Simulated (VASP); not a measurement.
# CdS (P1) in VASP: single point with PBEsol

Aim: the single point of CdS with PBEsol.

Everything below comes from runs of VASP 6.6.1. Logs are shortened: lines on timing, memory, paths and dates and some standing lists are left out, and cuts for length are marked.

### 1 The cell of the first run

The typed cell holds 2 atoms: a = 3.961 Å, b = 3.763 Å, c = 4.003 Å, α = 59.68°, β = 58.27°, γ = 58.89°.

### 2 Single point, PBEsol (atoms moved at random and the cell strained at random)

INCAR reads:

```
SYSTEM = CdS
  PREC = Accurate
  ENCUT = 520
  EDIFF = 1E-7
  ISMEAR = 0
  SIGMA = 0.05
  LREAL = .False.
  LASPH = .True.
  NELM = 60
  ALGO = Normal
  ISIF = 2
  LWAVE = .False.
  LCHARG = .True.
  GGA = PS
  LELF = .True.
  LVHAR = .True.
  NBANDS = 16
```

KPOINTS reads:

```
regular mesh
0
Gamma
  12 12 12
  0 0 0
```

POSCAR reads:

```
CdS
1.0
    0.0306986706      2.8574818178      2.7430569972
    2.6500799473      0.1047334018      2.6690222660
    2.7628252891      2.8961924285     -0.0080119400
Cd S
1 1
Direct
   -0.0421466459     -0.0485136806      0.0436648550
    0.5421466459      0.5485136806      0.4563351450
```

Potentials or basis: VASP PAW PBE potentials, release 64 (Cd, S).

Launch:

```
> cat potpaw_PBE.64/Cd/POTCAR potpaw_PBE.64/S/POTCAR > POTCAR
> mpirun -np 1 vasp_std > vasp.out
```

OUTCAR:

```text
SYSTEM = CdS
   PREC = Accurate
   ENCUT = 520
   EDIFF = 1E-7
   ISMEAR = 0
   LREAL = .False.
   LASPH = .True.
   NELM = 60
   ISIF = 2
   GGA = PS

 ion  position               nearest neighbor table
   1  0.958  0.951  0.044-   2 2.22   2 2.73   2 2.75   2 2.86   2 2.87   2 3.20
   2  0.542  0.549  0.456-   1 2.22   1 2.73   1 2.75   1 2.86   1 2.87   1 3.20

  LATTYP: Found a triclinic cell.
 ALAT       =     3.8692980177
 B/A-ratio  =     1.4010588455
 C/A-ratio  =     1.0344638481
 COS(alpha) =     0.0036357446
 COS(beta)  =     0.5435078742
 COS(gamma) =     0.6833897752

  Lattice vectors:

 A1 = (  -0.1127453418,  -2.7914590267,   2.6770342060)
 A2 = (  -0.0820466712,   0.0660227911,   5.4200912032)
 A3 = (  -2.7628252891,  -2.8961924285,   0.0080119400)

Analysis of symmetry for initial positions (statically):
=====================================================================
 Subroutine PRICEL returns:
 Original cell was already a primitive cell.

 Routine SETGRP: Setting up the symmetry group for a
 triclinic supercell.

 Subroutine GETGRP returns: Found  1 space group operations
 (whereof  1 operations were pure point group operations)
 out of a pool of  2 trial point group operations.

The static configuration has the point symmetry C_1 .

Analysis of symmetry for dynamics (positions and initial velocities):
=====================================================================
 Subroutine PRICEL returns:
 Original cell was already a primitive cell.

 Routine SETGRP: Setting up the symmetry group for a
 triclinic supercell.

 Subroutine GETGRP returns: Found  1 space group operations
 (whereof  1 operations were pure point group operations)
 out of a pool of  2 trial point group operations.

The dynamic configuration has the point symmetry C_1 .

 Subroutine INISYM returns: Found  1 space group operations
 (whereof  1 operations are pure point group operations),
 and found     1 'primitive' translations

----------------------------------------------------------------------------------------

                                     Primitive cell

  volume of cell :      41.1542

  direct lattice vectors                    reciprocal lattice vectors
     0.030698671  2.857481818  2.743056997    -0.187850805  0.179696909  0.179466238
     2.650079947  0.104733402  2.669022266     0.193596852 -0.184157181  0.189672555
     2.762825289  2.896192429 -0.008011940     0.178339049  0.174645425 -0.183926509

[... 82 lines left out ...]
   NELM   =     60;   NELMIN=  2; NELMDL= -5     # of ELM steps
   EDIFF  = 0.1E-06   stopping-criterion for ELM
   LREAL  =      F    real-space projection
   EDIFFG = 0.1E-05   stopping-criterion for IOM
   NSW    =      0    number of steps for IOM
   IBRION =     -1    ionic relax: 0-MD 1-quasi-New 2-CG
   NFREE  =      0    steps in history (QN), initial steepest desc. (CG)
   ISIF   =      2    stress and relaxation
   ISYM   =      2    0-nonsym 1-usesym 2-fastsym
   POTIM  = 0.5000    time-step for ionic-motion
   TEBEG  =    0.0;   TEEND  =   0.0 temperature during run
   PSTRESS=    0.0 pullay stress
   NELECT =      18.0000    total number of electrons
   NUPDOWN=      -1.0000    fix difference up-down
   EMIN   =  10.00;   EMAX   =-10.00  energy-range for DOS
   EFERMI =   0.00;   METHOD = LEGACY
   ISMEAR =     0;   SIGMA  =   0.05  broadening in eV -4-tet -1-fermi 0-gaus
   EFERMI_NEDOS =   21; number of points for ismear=-14 and -15
   IALGO  =     38    algorithm
   IMIX   =      4    mixing-type and parameters
     AMIX     =   0.40;   BMIX     =  1.00
     AMIX_MAG =   1.60;   BMIX_MAG =  1.00
  volume/ion in A,a.u.               =      20.58       138.86
  Fermi-wavevector in a.u.,A,eV,Ry     =   1.242685  2.348334 21.011019  1.544266
  Thomas-Fermi vector in A             =   2.377029
   LORBIT       =      0    0 simple, 1 ext, 2 COOP (PROOUT), +10 PAW based schemes
   GGA     = PS    functional components
   LHFCALC =     F    Hartree Fock is set to
   AEXX    =    0.0000 exact exchange contribution
   IVDW    =     0    specifies the selected vdW correction
   LEPSILON=     F    determine dielectric tensor
   LRPA    =     F    only Hartree local field effects (RPA)
 non-spin polarized calculation
 Gauss-broadening in eV      SIGMA  =   0.05
  energy-cutoff  :      520.00
  volume of cell :       41.15
 maximum number of plane-waves:      1126
 NGX is ok and might be reduce to    30
   NGX = 15   NGY = 13   NGZ = 15

 number of electron      18.0000000 magnetization

 Free energy of the ion-electron system (eV)
  ---------------------------------------------------
  ext. energy  EPLUGINS =         0.00000000
  ---------------------------------------------------
  free energy    TOTEN  =        -6.11966196 eV

  energy without entropy =       -6.11966196  energy(sigma->0) =       -6.11966196

 E-fermi :   2.9590     XC(G=0): -10.5206

 val. band max:        2.7742990779   @ k =   0.1667   0.1667   0.3333
 cond. band min:       3.1391258418   @ k =  -0.0000   0.5000   0.5000
 fundamental gap:      0.3648267640
 Fermi energy:         2.9589787363

 k-point     1 :       0.0000    0.0000    0.0000
  band No.  band energies     occupation
      1     -10.2870      2.00000
      2      -5.3897      2.00000
      3      -5.1866      2.00000
      4      -5.0825      2.00000
      5      -4.8712      2.00000
      6      -4.8610      2.00000
[... 433 lines left out ...]
      3      -5.0646      2.00000
      4      -5.0378      2.00000
      5      -4.8758      2.00000
      6      -4.7945      2.00000
[... 8 lines left out ...]
     15      15.2768      0.00000
     16      16.4646      0.00000

 [... further k-points ...]

------------------------ aborting loop because EDIFF is reached ----------------------------------------

  FORCE on cell =-STRESS in cart. coord.  units (eV):
  Direction    XX          YY          ZZ          XY          YZ          ZX
  --------------------------------------------------------------------------------------
  -------------------------------------------------------------------------------------
  Total       -0.6944151     -1.2172316      6.8345335     -0.4106314     -0.0646216      0.0792176
  in kB      -27.0343570    -47.3881887    266.0760392    -15.9863382     -2.5157926      3.0840300
  external PRESSURE =      63.8844978 kB  Pullay stress =       0.0000000 kB

 VOLUME and BASIS-vectors are now :
 -----------------------------------------------------------------------------
  energy-cutoff  :      520.00
  volume of cell :       41.15
      direct lattice vectors                 reciprocal lattice vectors
     0.030698671  2.857481818  2.743056997    -0.187850805  0.179696909  0.179466238
     2.650079947  0.104733402  2.669022266     0.193596852 -0.184157181  0.189672555
     2.762825289  2.896192429 -0.008011940     0.178339049  0.174645425 -0.183926509

 POSITION                                       TOTAL-FORCE (eV/Angst)
 -----------------------------------------------------------------------------------
      2.67156      2.96316      5.16663        -0.086211      0.052807      3.122744
      2.73102      2.92826      2.94748         0.086211     -0.052807     -3.122744
 -----------------------------------------------------------------------------------
    total drift:                                0.000255      0.000003     -0.000012

  FREE ENERGIE OF THE ION-ELECTRON SYSTEM (eV)
  ---------------------------------------------------
  free  energy   TOTEN  =        -6.1196619623 eV

  energy  without entropy=       -6.1196619622  energy(sigma->0) =       -6.11966196
```

stdout:

```text
POSCAR found type information on POSCAR CdS
 POSCAR found :  2 types and       2 ions
 scaLAPACK will be used
 -----------------------------------------------------------------------------
|                                                                             |
|                                                                             |
|     You enforced a specific xc type in the INCAR file but a different       |
|     I HOPE YOU KNOW WHAT YOU ARE DOING!                                     |
|                                                                             |
 -----------------------------------------------------------------------------

 LDA part: xc-table for (Slater+PW92), standard interpolation
 POSCAR, INCAR and KPOINTS ok, starting setup
 FFT: planning ... GRIDC
 FFT: planning ... GRID_SOFT
 FFT: planning ... GRID
 WAVECAR not read
 entering main loop
```

It took 19 min on 1 thread of Oxide Virtual Turin-like, shared host; peak memory 0.59 GiB.

What came out:

| Item | Value |
| --- | --- |
| Free energy | -6.1197 eV |
| Pressure | 6.4 GPa |
| Largest force | 3.124 eV/Å |
| Band gap on the k mesh | 0.36 eV, indirect (least direct gap 1.03 eV) |

Forces on the atoms (eV/Å):
```
Cd  -0.086  0.053  3.123
S    0.086 -0.053 -3.123
```

Stress tensor (GPa, compression positive):
```
-2.70 -1.60  0.31
-1.60 -4.74 -0.25
 0.31 -0.25 26.61
```

Caveat: the cell differs from its parent crystal (atoms moved at random and the cell strained at random); the PAW data sets were made with another functional, which shifts forces and pressure a little.
